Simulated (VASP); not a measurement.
Write the native input for VASP 6.6.1 that does the following.

```yaml
Task: relaxation of cell and atoms
Functional: PBE
Potentials_or_basis: VASP PAW PBE potentials, release 64 (Be, S)
Cutoff: 600 eV
k_mesh: 4 × 4 × 4
Occupations: gaussian, width 0.2 eV
Spin: no spin polarisation
Dipole_correction: no
Further_INCAR_settings: ALGO = Normal; EDIFF = 1e-07; IBRION = 2; EDIFFG = -0.08; NSW = 36; ISIF = 3
```

The structure of Be7S lies in POSCAR:

```
Be7S
1.0
    4.2862287900      0.0000000000      0.0000000000
   -2.1431143900      3.7119830200      0.0000000000
    0.0000000000      0.0000000000      4.5894440500
Be S
7 1
Direct
    0.2119954100      0.7880045900      0.5000000000
    0.2119954100      0.4239908200      0.5000000000
    0.5760091800      0.7880045900      0.5000000000
    0.7880045900      0.2119954100      0.5000000000
    0.7880045900      0.5760091800      0.5000000000
    0.4239908200      0.2119954100      0.5000000000
    0.0000000000      0.0000000000      0.5000000000
    0.0000000000      0.0000000000      0.0000000000
```

The cell was generated, and may not be a known phase.

One way to write it, as run:

INCAR

```
SYSTEM = Be7S
PREC = Accurate
ENCUT = 600
EDIFF = 1E-7
ISMEAR = 0
SIGMA = 0.2
LREAL = .False.
LASPH = .True.
NELM = 120
ALGO = Normal
ISIF = 3
LWAVE = .False.
LCHARG = .False.
GGA = PE
IBRION = 2
NSW = 36
EDIFFG = -0.08
GGA_COMPAT = .False.
NELMIN = 4
```

KPOINTS

```
Automatic mesh
0
Gamma
  4 4 4
  0 0 0
```

Potentials or basis: VASP PAW PBE potentials, release 64 (Be, S).

Launch:

```bash
$ cat potpaw_PBE.64/Be/POTCAR potpaw_PBE.64/S/POTCAR > POTCAR
$ mpirun -np 1 vasp_std > vasp.out
```

It gave:

| Property | Result |
| --- | --- |
| Relaxed volume | 15.28 Å³/atom |
| Relaxed cell | a = 5.750 Å, b = 5.750 Å, c = 4.269 Å, α = 90.00°, β = 90.00°, γ = 120.00° |
| Space group after relaxing (to 0.1 Å) | P6/mmm (No. 191) |
| Energy gained by relaxing | 2356.7 meV/atom |
| Ionic steps | 9 |
| Pressure after relaxing | 0.0 GPa |
| Largest force after relaxing | 0.020 eV/Å |
| Band gap on the k mesh | zero (bands 10 and 11 overlap by 1.94 eV) |

Caveat: the k points lie up to 0.37 Å⁻¹ apart in the final cell, too coarse for converged energies and pressures of a metal; the volume moved by over 15 % at a fixed basis, so the end points are rough.

Wall time 2.6 min on 1 thread of Intel Xeon 8259CL (shared host), peak memory 0.22 GiB.
